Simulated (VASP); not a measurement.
A run of VASP 6.6.1:

File INCAR:

```
PREC = Accurate
ENCUT = 520
EDIFF = 1E-6
ISMEAR = -1
SIGMA = 0.05
LREAL = False
LASPH = True
NELM = 60
ALGO = Normal
ISIF = 2
LWAVE = False
LCHARG = False
GGA = PE
NBANDS = 11
```

File KPOINTS:

```
Automatic mesh
0
Gamma
  18 18 18
```

POSCAR

```
Pd
1.0
    0.0000000000      1.9449000000      1.9449000000
    1.9449000000      0.0000000000      1.9449000000
    1.9449000000      1.9449000000      0.0000000000
Pd
1
Direct
    0.0000000000      0.0000000000      0.0000000000
```

Potentials or basis: VASP PAW PBE potentials, release 64 (Pd).

Command:

```sh
$ cat potpaw_PBE.64/Pd/POTCAR > POTCAR
$ mpirun -np 1 vasp_std > vasp.out
```

Hardware: 1 thread of AMD EPYC 7R13 Processor (Zen 3), on a shared host.

**Question.** How long does it take, and how much memory?

**Answer.** Wall time 21 s on 1 thread of AMD EPYC 7R13 Processor (Zen 3), with other jobs on the host, peak memory 0.12 GiB. Counts: scf iterations 11, k points 195.
